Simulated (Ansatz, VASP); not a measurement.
Ca: VASP beside Ansatz

```
Ca
1.0
     3.98000    0.00000    0.00000
    -1.99000    3.44678    0.00000
     0.00000    0.00000    6.52000
Ca
2
Cartesian
  0.0000 2.2979 1.6300
  1.9900 1.1489 4.8900
```

Alike in both runs: task single point; functional PBE; k mesh 12 × 12 × 6; occupations gaussian, width 0.05 eV; no spin polarisation.

|  | VASP | Ansatz |
| --- | --- | --- |
| version | VASP 6.6.1 | Ansatz 0.2.0 |
| potentials or method | VASP PAW PBE potentials, release 64 (Ca_sv), cutoff 520 eV | scalar-relativistic, plane waves, PAW |
| valence electrons in the cell | 20 | 20 |

```tsv
	VASP	Ansatz	Ansatz less VASP
gap on the k mesh at the Fermi level (eV)	none	none	-
pressure (GPa)	-0.9	-0.9	-0.01
traceless stress, the component that is largest in VASP (GPa)	0.06	0.06	-0.003
```

A gap of «none» marks a metal or a gap that the smearing closes.
